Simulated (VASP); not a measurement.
Here is a VASP 6.6.1 calculation.

The input INCAR:

```
ALGO = Normal
EDIFF = 1E-6
ENCUT = 520
GGA = PS
ISIF = 2
ISMEAR = -1
LASPH = T
LCHARG = F
LREAL = F
LWAVE = F
NBANDS = 17
NELM = 80
PREC = Accurate
SIGMA = 0.01
```

File KPOINTS:

```
k-points
0
Gamma
  7 7 7
```

POSCAR

```
SnSe
1.0
    0.0000000000      3.0690345955      3.0690345955
    3.0690345955      0.0000000000      3.0690345955
    3.0690345955      3.0690345955      0.0000000000
Sn Se
1 1
Direct
    0.0000000000      0.0000000000      0.0000000000
    0.5000000000      0.5000000000      0.5000000000
```

Potentials or basis: VASP PAW PBE potentials, release 64 (Sn_d, Se).

The run is started by

```sh
$ cat potpaw_PBE.64/Sn_d/POTCAR potpaw_PBE.64/Se/POTCAR > POTCAR
$ mpirun -np 1 vasp_std > vasp.out
```

(1) Estimate the pressure.

Results:

(1) -4.3 GPa.

Caveat: the PAW data sets were made with another functional, which shifts forces and pressure a little.
